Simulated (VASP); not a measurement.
NaI, 2 atoms in the cell. It takes space group Fm-3m (No. 225, cubic). Conventional cell: a = 6.459 Å, b = 6.459 Å, c = 6.459 Å, α = 90.00°, β = 90.00°, γ = 90.00°. Within 4.2 Å of Na (site symmetry m-3m) lie 6 I at 3.23 Å. Within 4.2 Å of I (site symmetry m-3m) lie 6 Na at 3.23 Å. 

```yaml
Program: VASP 6.6.1
Task: G0W0 quasiparticle levels
Functional: PBE
Potentials_or_basis: VASP PAW PBE potentials, release 64 (Na_sv_GW, I_GW)
Cutoff: 500 eV
k_mesh: 4 × 4 × 4
Occupations: gaussian, width 0.01 eV
Spin: no spin polarisation
Dipole_correction: no
GW_scheme: G0W0
GW_iterations: 1
Cutoff_of_the_response_function: 140
Frequency_points: 48
Empty_bands: 253
Further_INCAR_settings: ALGO = EVGW0; EDIFF = 1e-08; NBANDS = 261
```

Potentials or basis: VASP PAW PBE potentials, release 64 (Na_sv_GW, I_GW).

The run is started by

```sh
$ cat potpaw_PBE.64/Na_sv_GW/POTCAR potpaw_PBE.64/I_GW/POTCAR > POTCAR
$ cp INCAR.step1 INCAR
$ mpirun -np 1 vasp_std > vasp.out
$ cp INCAR.step2 INCAR
$ mpirun -np 1 vasp_std > vasp.out
$ cp INCAR.step3 INCAR
$ mpirun -np 1 vasp_std > vasp.out
```

Hardware: 1 thread of Intel(R) Xeon(R) Platinum 8488C (Sapphire Rapids) (shared host).

Question: Estimate the wall time of this run.

Answer: It took 6.7 min on 1 thread of Intel(R) Xeon(R) Platinum 8488C (Sapphire Rapids) (shared host), peak memory 0.83 GiB. Counts: k points 8.
